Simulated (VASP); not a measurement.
A run of VASP 6.6.1:

The input INCAR:

```
SYSTEM = Pd
PREC = Accurate ; ENCUT = 520
EDIFF = 1E-6 ; ISMEAR = -1
SIGMA = 0.05 ; LREAL = .FALSE.
LASPH = .TRUE. ; NELM = 150
ALGO = Normal ; ISIF = 2
LWAVE = .FALSE. ; LCHARG = .FALSE.
ISPIN = 2 ; MAGMOM = 0.5 0.5 0.5
LORBIT = 11 ; LMAXMIX = 4
NBANDS = 26
```

The input KPOINTS:

```
Automatic mesh
0
G
  9 9 14
  0 0 0
```

POSCAR

```
Pd
1.0
    4.3857618788      0.0000000000      0.0000000000
   -2.1928809394      3.7981812020      0.0000000000
    0.0000000000      0.0000000000      2.6023295583
Pd
3
Direct
    0.0000000000      1.0000000000      0.0000000000
    0.3333333333      0.6666666667      0.5000000000
    0.6666666667      0.3333333333      0.5000000000
```

Potentials or basis: VASP PAW LDA potentials, release 64 (Pd).

Launch:

```console
$ cat potpaw_LDA.64/Pd/POTCAR > POTCAR
$ mpirun -np 1 vasp_std > vasp.out
```

Hardware: 1 thread of Oxide Virtual Turin-like Processor, with other jobs on the host.

Problem. Estimate the wall time of this run.

Solution. Run time: 5.7 min on 1 thread of Oxide Virtual Turin-like Processor, on a shared host, peak memory 0.23 GiB. Counts: scf iterations 13, k points 96.
